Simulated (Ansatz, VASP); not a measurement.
# One calculation of TiW2, two programs

File INCAR:

```
  PREC = Accurate
  ENCUT = 600
  EDIFF = 1E-6
  ISMEAR = 0
  SIGMA = 0.1
  LREAL = F
  LASPH = T
  NELM = 80
  ALGO = Normal
  ISIF = 3
  LWAVE = F
  LCHARG = F
  GGA = PE
  IBRION = 2
  NSW = 90
  EDIFFG = -0.04
```

File KPOINTS:

```
Automatic mesh
0
Gamma
  6 6 6
```

File POSCAR:

```
TiW2
1.0
    4.5184152200      0.0000000000      0.0000000000
   -2.2592076100      3.9130623600      0.0000000000
    0.0000000000      0.0000000000      2.7669529300
Ti W
1 2
Direct
    0.0000000000      0.0000000000      0.0000000000
    0.3333333300      0.6666666700      0.3333333300
    0.6666666700      0.3333333300      0.6666666700
```

Input for Ansatz:

```yaml
crystal:
  lattice:
    - [4.51841522, 0.0, 0.0]
    - [-2.25920761, 3.91306236, 0.0]
    - [0.0, 0.0, 2.76695293]
  atoms:
    - { symbol: Ti, position: [0.0, 0.0, 0.0] }
    - { symbol: W, position: [0.33333333, 0.66666667, 0.33333333] }
    - { symbol: W, position: [0.66666667, 0.33333333, 0.66666667] }
basis:
  ecutwfc: 420
kpoints:
  mp_grid: { grid: [6, 6, 6] }
hamiltonian:
  xc: pbe
scf:
  occupations: { method: gaussian, width: 0.1 }
  lower_state_search: "off"
output:
  forces: true
  stress: true
  eigenvalues: true
relax:
  adjacent_minimum: "off"
  f_tol: 0.04
  max_steps: 70
  cell: { stress_tol: 0.4 }
```

Alike in both runs: task relaxation of cell and atoms; functional PBE; k mesh 6 × 6 × 6; occupations gaussian, width 0.1 eV; no spin polarisation.

|  | VASP | Ansatz |
| --- | --- | --- |
| version | VASP 6.6.1 | Ansatz 0.2.0 |
| potentials or method | VASP PAW PBE potentials, release 64 (Ti_sv, W_sv), cutoff 600 eV | scalar-relativistic, plane waves, PAW |
| valence electrons in the cell | 40 | 40 |

VASP gave:

```
gap on the k mesh at the Fermi level, each at its own relaxed structure (eV) : none
relaxed volume (Å³/atom)                                                     : 16.15
relaxed cell length with the largest relative difference (Å)                 : 4.492
```

Problem. What did Ansatz give for the same quantities?

Solution. gap on the k mesh at the Fermi level, each at its own relaxed structure (eV): none; relaxed volume (Å³/atom): 16.12; relaxed cell length with the largest relative difference (Å): 4.487.

A gap of «none» marks a metal or a gap that the smearing closes.

The k mesh is coarse, so the values compare programs but aren't converged. Neither program's run includes spin-orbit coupling.
